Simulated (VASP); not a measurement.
# YS2 (Fd-3m) in VASP: notebook, part 3 of 3

VASP 6.6.1.

## 5. Single point, PBE

This run uses another cell than the first one, of 20.00 Å³/atom, 1.136 times its volume.

Contents of INCAR:

```
SYSTEM = YS2
ALGO = Normal ; EDIFF = 1E-6
ENCUT = 520 ; GGA = PE
ISIF = 2 ; ISMEAR = -1
LASPH = .TRUE. ; LCHARG = .FALSE.
LREAL = .FALSE. ; LWAVE = .FALSE.
NBANDS = 32 ; NELM = 60
PREC = Accurate ; SIGMA = 0.05
```

Contents of KPOINTS:

```
k-points
0
G
  4 4 4
  0 0 0
```

Contents of POSCAR:

```
YS2
1.0
    0.0000000000      3.9147170000      3.9147170000
    3.9147170000      0.0000000000      3.9147170000
    3.9147170000      3.9147170000      0.0000000000
Y S
2 4
Direct
    0.0000000000      0.0000000000      0.0000000000
    0.2500000000      0.2500000000      0.2500000000
    0.6250000000      0.6250000000      0.6250000000
    0.1250000000      0.6250000000      0.6250000000
    0.6250000000      0.1250000000      0.6250000000
    0.6250000000      0.6250000000      0.1250000000
```

Potentials or basis: VASP PAW PBE potentials, release 64 (Y_sv, S).

Launch:

```console
> cat potpaw_PBE.64/Y_sv/POTCAR potpaw_PBE.64/S/POTCAR > POTCAR
> mpirun -np 1 vasp_std > vasp.out
```

OUTCAR:

```text
SYSTEM = YS2
   EDIFF = 1E-6
   ENCUT = 520
   GGA = PE
   ISIF = 2
   ISMEAR = -1
   LASPH = .TRUE.
   LREAL = .FALSE.
   NELM = 60
   PREC = Accurate

 ion  position               nearest neighbor table
   1  0.000  0.000  0.000-   3 3.25   6 3.25   3 3.25   6 3.25   4 3.25   5 3.25   4 3.25   5 3.25
                             5 3.25   3 3.25   4 3.25   6 3.25   2 3.39   2 3.39   2 3.39   2 3.39
   2  0.250  0.250  0.250-   4 3.25   5 3.25   4 3.25   5 3.25   3 3.25   6 3.25   3 3.25   6 3.25
                             3 3.25   6 3.25   5 3.25   4 3.25   1 3.39   1 3.39   1 3.39   1 3.39
   3  0.625  0.625  0.625-   4 2.77   5 2.77   6 2.77   6 2.77   5 2.77   4 2.77   1 3.25   2 3.25
                             1 3.25   2 3.25   1 3.25   2 3.25
   4  0.125  0.625  0.625-   3 2.77   6 2.77   5 2.77   3 2.77   5 2.77   6 2.77   2 3.25   2 3.25
                             1 3.25   1 3.25   2 3.25   1 3.25
   5  0.625  0.125  0.625-   3 2.77   6 2.77   3 2.77   4 2.77   6 2.77   4 2.77   2 3.25   2 3.25
                             1 3.25   1 3.25   1 3.25   2 3.25
   6  0.625  0.625  0.125-   3 2.77   3 2.77   4 2.77   5 2.77   5 2.77   4 2.77   1 3.25   2 3.25
                             1 3.25   2 3.25   1 3.25   2 3.25

  LATTYP: Found a face centered cubic cell.
 ALAT       =     7.8294340000

  Lattice vectors:

[... 177 lines left out ...]

 k-point     1 :       0.0000    0.0000    0.0000
  band No.  band energies     occupation
      1     -37.1725      2.00000
      2     -37.0884      2.00000
      3     -17.2353      2.00000
      4     -17.2353      2.00000
      5     -17.2353      2.00000
      6     -16.9908      2.00000
[... 269 lines left out ...]
     31       9.5229      0.00000
     32       9.5229      0.00000

------------------------ aborting loop because EDIFF is reached ----------------------------------------

  FORCE on cell =-STRESS in cart. coord.  units (eV):
  Direction    XX          YY          ZZ          XY          YZ          ZX
  --------------------------------------------------------------------------------------
  -------------------------------------------------------------------------------------
  Total       -0.4959683     -0.4959683     -0.4959683      0.0000000     -0.0000000      0.0000000
  in kB       -6.6226743     -6.6226743     -6.6226743      0.0000000     -0.0000000      0.0000000
  external PRESSURE =      -6.6226743 kB  Pullay stress =       0.0000000 kB

 VOLUME and BASIS-vectors are now :
 -----------------------------------------------------------------------------
  energy-cutoff  :      520.00
  volume of cell :      119.99
      direct lattice vectors                 reciprocal lattice vectors
     0.000000000  3.914717000  3.914717000    -0.127723153  0.127723153  0.127723153
     3.914717000  0.000000000  3.914717000     0.127723153 -0.127723153  0.127723153
     3.914717000  3.914717000  0.000000000     0.127723153  0.127723153 -0.127723153

 POSITION                                       TOTAL-FORCE (eV/Angst)
 -----------------------------------------------------------------------------------
      0.00000      0.00000      0.00000        -0.000000     -0.000000      0.000000
      1.95736      1.95736      1.95736         0.000000      0.000000     -0.000000
      4.89340      4.89340      4.89340         0.000000      0.000000      0.000000
      4.89340      2.93604      2.93604         0.000000      0.000000      0.000000
      2.93604      4.89340      2.93604         0.000000      0.000000      0.000000
      2.93604      2.93604      4.89340         0.000000      0.000000      0.000000
 -----------------------------------------------------------------------------------
    total drift:                               -0.000000     -0.000000      0.000000

  FREE ENERGIE OF THE ION-ELECTRON SYSTEM (eV)
  ---------------------------------------------------
  free  energy   TOTEN  =       -29.8474015421 eV

  energy  without entropy=      -29.7881497780  energy(sigma->0) =      -29.81777566
```

OSZICAR:

```text
N       E                     dE             d eps       ncg     rms          rms(c)
DAV:   1     0.235968268433E+03    0.23597E+03   -0.22060E+04   512   0.136E+03
DAV:   2    -0.130976346912E+02   -0.24907E+03   -0.23791E+03   640   0.286E+02
DAV:   3    -0.322806546311E+02   -0.19183E+02   -0.18580E+02   808   0.605E+01
DAV:   4    -0.330314368329E+02   -0.75078E+00   -0.74336E+00   744   0.110E+01
DAV:   5    -0.330475814889E+02   -0.16145E-01   -0.16118E-01   752   0.149E+00    0.231E+01
DAV:   6    -0.307038257235E+02    0.23438E+01   -0.11654E+01   640   0.105E+01    0.278E+01
DAV:   7    -0.298948019302E+02    0.80902E+00   -0.28847E+00   680   0.495E+00    0.166E+01
DAV:   8    -0.299234760077E+02   -0.28674E-01   -0.52397E-01   600   0.316E+00    0.264E+00
DAV:   9    -0.298486576545E+02    0.74818E-01   -0.21158E-01   640   0.151E+00    0.583E-01
DAV:  10    -0.298482192590E+02    0.43840E-03   -0.19037E-02   648   0.547E-01    0.257E-01
DAV:  11    -0.298474986616E+02    0.72060E-03   -0.13169E-03   760   0.120E-01    0.167E-01
DAV:  12    -0.298474198844E+02    0.78777E-04   -0.16879E-04   640   0.596E-02    0.583E-02
DAV:  13    -0.298474064269E+02    0.13457E-04   -0.11397E-04   712   0.321E-02    0.311E-02
DAV:  14    -0.298474020321E+02    0.43948E-05   -0.21998E-05   624   0.146E-02    0.877E-03
DAV:  15    -0.298474015421E+02    0.49001E-06   -0.16933E-06   440   0.469E-03
   1 F= -.29847402E+02 E0= -.29817776E+02  d E =-.592518E-01
```

stdout:

```text
POSCAR found type information on POSCAR Y S
 POSCAR found :  2 types and       6 ions
 scaLAPACK will be used
 LDA part: xc-table for (Slater+PW92), standard interpolation
 POSCAR, INCAR and KPOINTS ok, starting setup
 FFT: planning ... GRIDC
 FFT: planning ... GRID_SOFT
 FFT: planning ... GRID
 WAVECAR not read
 entering main loop
```

Wall time 47 s (1 thread of AMD EPYC 7R13 (Zen 3), shared host); peak memory 0.23 GiB.

Results:

| Item | Value |
| --- | --- |
| Free energy | -29.8474 eV |
| Pressure | -0.7 GPa |
| Band gap on the k mesh | zero (band 23 reaches 7.01 eV, above the bottom of band 24 at 6.38 eV) |

## 6. Summary

| cell | gap on the mesh (eV) | pressure (GPa) |
| --- | --- | --- |
| a = 5.305 Å, angles 60.0°, 6 atoms | none | 9.2 |
| a = 5.384 Å, angles 60.0°, 6 atoms | none | 5.2 |
| a = 5.461 Å, angles 60.0°, 6 atoms | none | 2.0 |
| a = 5.536 Å, angles 60.0°, 6 atoms | none | -0.7 |

Alike in all rows: task single point; level PBE; potentials or basis VASP PAW PBE potentials, release 64 (Y_sv, S); no spin polarisation; k mesh 4 × 4 × 4; cutoff (eV) 520; smearing fermi-dirac 0.05 eV.

Caveats: some runs use coarse meshes.

Total energies depend on the potentials used, so only differences within one code and one set of settings carry meaning.
